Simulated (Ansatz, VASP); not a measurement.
# One calculation of Al2O3, two programs

Contents of INCAR:

```
  ALGO = Normal
  EDIFF = 1E-7
  EDIFFG = -0.01
  ENCUT = 600
  GGA = PS
  IBRION = 2
  ISIF = 3
  ISMEAR = 0
  LASPH = T
  LCHARG = F
  LREAL = F
  LWAVE = F
  NELM = 80
  NSW = 80
  PREC = Accurate
  SIGMA = 0.01
```

The input KPOINTS:

```
k-points
0
Gamma
  12 12 4
```

Contents of POSCAR:

```
Al2O3
1.0
    3.0174800000      0.0000000000      0.0000000000
   -1.5087400000      2.6132200000      0.0000000000
    0.0000000000      0.0000000000      7.5746400000
Al O
2 3
Direct
    0.0000000000      0.0000000000      0.2779500000
    0.0000000000      0.0000000000      0.7220500000
    0.3333333333      0.6666666667      0.1994500000
    0.6666666667      0.3333333333      0.8005500000
    0.0000000000      0.0000000000      0.5000000000
```

Input for Ansatz:

```yaml
crystal:
  lattice:
    - [3.01748, 0.0, 0.0]
    - [-1.50874, 2.61322, 0.0]
    - [0.0, 0.0, 7.57464]
  atoms:
    - { symbol: Al, position: [0.0, 0.0, 0.27795] }
    - { symbol: Al, position: [0.0, 0.0, 0.72205] }
    - { symbol: O, position: [0.3333333333333333, 0.6666666666666666, 0.19945] }
    - { symbol: O, position: [0.6666666666666666, 0.3333333333333333, 0.80055] }
    - { symbol: O, position: [0.0, 0.0, 0.5] }
kpoints:
  mp_grid:
    grid: [12, 12, 4]
hamiltonian:
  xc: pbesol
  dispersion: none
scf:
  occupations:
    method: fixed
relax:
  f_tol: 0.01
  cell: {}
```

Alike in both runs: task relaxation of cell and atoms; functional PBEsol; k mesh 12 × 12 × 4; no spin polarisation.

|  | VASP | Ansatz |
| --- | --- | --- |
| version | VASP 6.6.1 | Ansatz 0.2.0 |
| potentials or method | VASP PAW PBE potentials, release 64 (Al, O) | plane waves, PAW |
| plane-wave cutoff (eV) | 600 | 420 |
| occupations | gaussian, width 0.01 eV | fixed |
| valence electrons in the cell | 24 | 24 |

|  | VASP | Ansatz | Ansatz less VASP |
| --- | --- | --- | --- |
| relaxed volume (Å³/atom) | 11.92 | 12.33 | +0.412 |
| relaxed cell length with the largest relative difference (Å) | 7.710 | 7.972 | +0.2627 |

VASP's potentials were made for PBE, not for PBEsol.
